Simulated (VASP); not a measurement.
# Be (P6_3/mmc) in VASP: notebook, part 2 of 2

VASP 6.6.1. Earlier steps stand in the parts before.

## 5. Single point, PBEsol (strain -0.025 along x and y, +0.000 along z)

INCAR reads:

```
SYSTEM = Be
PREC = Accurate
ENCUT = 520
EDIFF = 1E-6
ISMEAR = 0
SIGMA = 0.15
LREAL = .FALSE.
LASPH = .TRUE.
NELM = 100
ALGO = Normal
ISIF = 2
LWAVE = .FALSE.
LCHARG = .FALSE.
GGA = PS
NBANDS = 9
```

KPOINTS reads:

```
Automatic mesh
0
G
  24 24 14
  0 0 0
```

POSCAR reads:

```
Be
1.0
    2.2420144353      0.0000000000      0.0000000000
   -1.1210072177      1.9416414566      0.0000000000
    0.0000000000      0.0000000000      3.6009000000
Be
2
Direct
    0.3333333333      0.6666666667      0.2500000000
    0.6666666667      0.3333333333      0.7500000000
```

Potentials or basis: VASP PAW PBE potentials, release 64 (Be).

The run is started by

```sh
> cat potpaw_PBE.64/Be/POTCAR > POTCAR
> mpirun -np 1 vasp_std > vasp.out
```

OUTCAR:

```text
SYSTEM = Be
   PREC = Accurate
   ENCUT = 520
   EDIFF = 1E-6
   ISMEAR = 0
   LREAL = .FALSE.
   LASPH = .TRUE.
   NELM = 100
   ISIF = 2
   GGA = PS

 ion  position               nearest neighbor table
   1  0.333  0.667  0.250-   2 2.22   2 2.22   2 2.22   2 2.22   2 2.22   2 2.22
   2  0.667  0.333  0.750-   1 2.22   1 2.22   1 2.22   1 2.22   1 2.22   1 2.22

  LATTYP: Found a hexagonal cell.
 ALAT       =     2.2420144353
 C/A-ratio  =     1.6061002745

  Lattice vectors:

 A1 = (   2.2420144353,   0.0000000000,   0.0000000000)
 A2 = (  -1.1210072177,   1.9416414566,   0.0000000000)
 A3 = (   0.0000000000,   0.0000000000,   3.6009000000)

Analysis of symmetry for initial positions (statically):
=====================================================================
 Subroutine PRICEL returns:
 Original cell was already a primitive cell.

 Routine SETGRP: Setting up the symmetry group for a
 hexagonal supercell.

 Subroutine GETGRP returns: Found 24 space group operations
 (whereof 12 operations were pure point group operations)
 out of a pool of 24 trial point group operations.

The static configuration has the point symmetry D_3d.
 The point group associated with its full space group is D_6h.

Analysis of symmetry for dynamics (positions and initial velocities):
=====================================================================
 Subroutine PRICEL returns:
 Original cell was already a primitive cell.

 Routine SETGRP: Setting up the symmetry group for a
 hexagonal supercell.

 Subroutine GETGRP returns: Found 24 space group operations
 (whereof 12 operations were pure point group operations)
 out of a pool of 24 trial point group operations.

The dynamic configuration has the point symmetry D_3d.
 The point group associated with its full space group is D_6h.

 Subroutine INISYM returns: Found 24 space group operations
 (whereof 12 operations are pure point group operations),
 and found     1 'primitive' translations

[... 115 lines left out ...]
  volume/ion in A,a.u.               =       7.84        52.89
  Fermi-wavevector in a.u.,A,eV,Ry     =   1.038378  1.962249 14.670184  1.078228
  Thomas-Fermi vector in A             =   2.172859
   LORBIT       =      0    0 simple, 1 ext, 2 COOP (PROOUT), +10 PAW based schemes
   GGA     = PS    functional components
   LHFCALC =     F    Hartree Fock is set to
   AEXX    =    0.0000 exact exchange contribution
   IVDW    =     0    specifies the selected vdW correction
   LEPSILON=     F    determine dielectric tensor
   LRPA    =     F    only Hartree local field effects (RPA)
 non-spin polarized calculation
 Gauss-broadening in eV      SIGMA  =   0.15
  energy-cutoff  :      520.00
  volume of cell :       15.68
 maximum number of plane-waves:       438
 NGX is ok and might be reduce to    18
   NGX =  9   NGY =  9   NGZ = 13

 number of electron       4.0000000 magnetization

 Free energy of the ion-electron system (eV)
  ---------------------------------------------------
  ext. energy  EPLUGINS =         0.00000000
  ---------------------------------------------------
  free energy    TOTEN  =        -7.99109539 eV

  energy without entropy =       -7.98859092  energy(sigma->0) =       -7.98984316

 E-fermi :   7.1283     XC(G=0): -10.6372

 val. band max:        7.1166341105   @ k =   0.3333   0.2917   0.3571
 cond. band min:       7.1315193184   @ k =   0.2917   0.2917   0.0000
 fundamental gap:      0.0148852079
 Fermi energy:         7.1283354403

 k-point     1 :       0.0000    0.0000    0.0000
  band No.  band energies     occupation
      1      -4.3051      2.00000
      2       2.4129      2.00000
      3       7.9077      0.00000
      4      23.5949      0.00000
      5      23.5949      0.00000
      6      26.3499      0.00000
      7      26.3499      0.00000
      8      27.7068      0.00000
      9      34.5639      0.00000
[... 265 lines left out ...]
 k-point    24 :       0.4583    0.0417    0.0000
  band No.  band energies     occupation
      1       1.9851      2.00000
      2       4.2326      2.00000
      3      10.5590      0.00000
      4      13.6215      0.00000
      5      13.7823      0.00000
      6      15.7090      0.00000
      7      18.2309      0.00000
      8      24.0511      0.00000
      9      27.4811      0.00000

 [... further k-points ...]
[... 5 lines left out ...]
  --------------------------------------------------------------------------------------
  -------------------------------------------------------------------------------------
  Total        0.2518240      0.2518240     -0.4419688     -0.0000000      0.0000000      0.0000000
  in kB       25.7388507     25.7388507    -45.1734996     -0.0000000      0.0000000      0.0000000
  external PRESSURE =       2.1014006 kB  Pullay stress =       0.0000000 kB

 VOLUME and BASIS-vectors are now :
 -----------------------------------------------------------------------------
  energy-cutoff  :      520.00
  volume of cell :       15.68
      direct lattice vectors                 reciprocal lattice vectors
     2.242014435  0.000000000  0.000000000     0.446027458  0.257514073  0.000000000
    -1.121007218  1.941641457  0.000000000     0.000000000  0.515028146  0.000000000
     0.000000000  0.000000000  3.600900000     0.000000000  0.000000000  0.277708351

 POSITION                                       TOTAL-FORCE (eV/Angst)
 -----------------------------------------------------------------------------------
     -0.00000      1.29443      0.90023        -0.000000      0.000000      0.000000
      1.12101      0.64721      2.70068         0.000000     -0.000000      0.000000
 -----------------------------------------------------------------------------------
    total drift:                                0.000000     -0.000000      0.000000

  FREE ENERGIE OF THE ION-ELECTRON SYSTEM (eV)
  ---------------------------------------------------
  free  energy   TOTEN  =        -7.9910953943 eV

  energy  without entropy=       -7.9885909158  energy(sigma->0) =       -7.98984316
```

OSZICAR:

```text
N       E                     dE             d eps       ncg     rms          rms(c)
DAV:   1    -0.329205484164E+01   -0.32921E+01   -0.17710E+03  8896   0.364E+02
DAV:   2    -0.796963529838E+01   -0.46776E+01   -0.45556E+01 12986   0.533E+01
DAV:   3    -0.802327104003E+01   -0.53636E-01   -0.52905E-01  9988   0.384E+00
DAV:   4    -0.802335393808E+01   -0.82898E-04   -0.82893E-04 10879   0.153E-01
DAV:   5    -0.802335398660E+01   -0.48523E-07   -0.47332E-07  9754   0.360E-03    0.124E+00
DAV:   6    -0.800056373765E+01    0.22790E-01   -0.23527E-03  9381   0.492E-01    0.756E-01
DAV:   7    -0.799109733515E+01    0.94664E-02   -0.32013E-03  9197   0.506E-01    0.136E-02
DAV:   8    -0.799109470862E+01    0.26265E-05   -0.12218E-05  9766   0.247E-02    0.604E-03
DAV:   9    -0.799109539430E+01   -0.68568E-06   -0.41274E-07  8691   0.433E-03
   1 F= -.79910954E+01 E0= -.79898432E+01  d E =-.250448E-02
```

stdout:

```text
POSCAR found type information on POSCAR Be
 POSCAR found :  1 types and       2 ions
 scaLAPACK will be used
 -----------------------------------------------------------------------------
|                                                                             |
|                                                                             |
|     You enforced a specific xc type in the INCAR file but a different       |
|     I HOPE YOU KNOW WHAT YOU ARE DOING!                                     |
|                                                                             |
 -----------------------------------------------------------------------------

 LDA part: xc-table for (Slater+PW92), standard interpolation
 POSCAR, INCAR and KPOINTS ok, starting setup
 FFT: planning ... GRIDC
 FFT: planning ... GRID_SOFT
 FFT: planning ... GRID
 WAVECAR not read
 entering main loop
```

Run time: 16 s. Hardware: 1 thread of Intel Xeon 6975P-C (Granite Rapids), shared host; peak memory 0.17 GiB.

What came out:

```
Free energy            : -7.9911 eV
Pressure               : 0.2 GPa
Band gap on the k mesh : zero (band 2 reaches 8.04 eV, above the bottom of band 3 at 6.10 eV)
```

Caveat: the cell differs from its parent crystal (strain -0.025 along x and y, +0.000 along z); the PAW data sets were made with another functional, which shifts forces and pressure a little.

## 6. Summary

```csv
cell,gap on the mesh (eV),pressure (GPa)
"a = 2.242, b = 2.242, c = 3.511 Å, angles 90.0, 90.0, 120.0°, 2 atoms",none,3.8
"a = 2.185, b = 2.185, c = 3.781 Å, angles 90.0, 90.0, 120.0°, 2 atoms",none,1.7
"a = 2.300, b = 2.300, c = 3.421 Å, angles 90.0, 90.0, 120.0°, 2 atoms",none,1.5
"a = 2.242, b = 2.242, c = 3.601 Å, angles 90.0, 90.0, 120.0°, 2 atoms",none,0.2
```

Alike in all rows: task single point; level PBEsol; potentials or basis VASP PAW PBE potentials, release 64 (Be); no spin polarisation; k mesh 24 × 24 × 14; cutoff (eV) 520; smearing gaussian 0.15 eV.

Caveats: the PAW data sets were made with another functional, which shifts forces and pressure a little.

Total energies depend on the potentials used, so only differences within one code and one set of settings carry meaning.
